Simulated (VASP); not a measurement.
Wanted: the native input for a VASP 6.6.1 run.

```
Task                   : single point
Functional             : LDA
Potentials or basis    : VASP PAW LDA potentials, release 64 (Cs_sv, Sn_d, I)
Cutoff                 : 500 eV
k mesh                 : 4 × 4 × 4
Occupations            : fermi-dirac, width 0.02 eV
Spin                   : no spin polarisation
Dipole correction      : no
Further INCAR settings : ALGO = Normal; EDIFF = 1e-06; NBANDS = 47
```

The structure of Cs2SnI6 lies in POSCAR:

```
Cs2SnI6
1.0
    0.0000000000      5.6428857492      5.6428857492
    5.6428857492      0.0000000000      5.6428857492
    5.6428857492      5.6428857492      0.0000000000
Cs Sn I
2 1 6
Direct
    0.2500000000      0.2500000000      0.2500000000
    0.7500000000      0.7500000000      0.7500000000
    0.0000000000      0.0000000000      0.0000000000
    0.7477059002      0.2522940998      0.2522940998
    0.2522940998      0.7477059002      0.2522940998
    0.2522940998      0.7477059002      0.7477059002
    0.7477059002      0.2522940998      0.7477059002
    0.2522940998      0.2522940998      0.7477059002
    0.7477059002      0.7477059002      0.2522940998
```

These files were run (other wordings do the same):

INCAR

```
SYSTEM = Cs2SnI6
  PREC = Accurate
  ENCUT = 500
  EDIFF = 1E-6
  ISMEAR = -1
  SIGMA = 0.02
  LREAL = .False.
  LASPH = .True.
  NELM = 120
  ALGO = Normal
  ISIF = 2
  LWAVE = .False.
  LCHARG = .False.
  GGA = CA
  NBANDS = 47
  GGA_COMPAT = .False.
```

KPOINTS

```
Automatic mesh
0
Gamma
  4 4 4
  0 0 0
```

Potentials or basis: VASP PAW LDA potentials, release 64 (Cs_sv, Sn_d, I).

The run is started by

```bash
$ cat potpaw_LDA.64/Cs_sv/POTCAR potpaw_LDA.64/Sn_d/POTCAR potpaw_LDA.64/I/POTCAR > POTCAR
$ mpirun -np 1 vasp_std > vasp.out
```

It gave:

```json
{"Pressure": "0.0 GPa", "Largest force": "0.009 eV/Å", "Band gap on the k mesh": "zero (filled and empty bands touch)"}
```

Caveat: semilocal functionals underestimate gaps, and a narrow one can read as zero; spin-orbit coupling is left out, which moves the levels of the heavy elements.

Wall time 2.5 min on 1 thread of Oxide Virtual Turin-like Processor (shared host), peak memory 0.4 GiB.
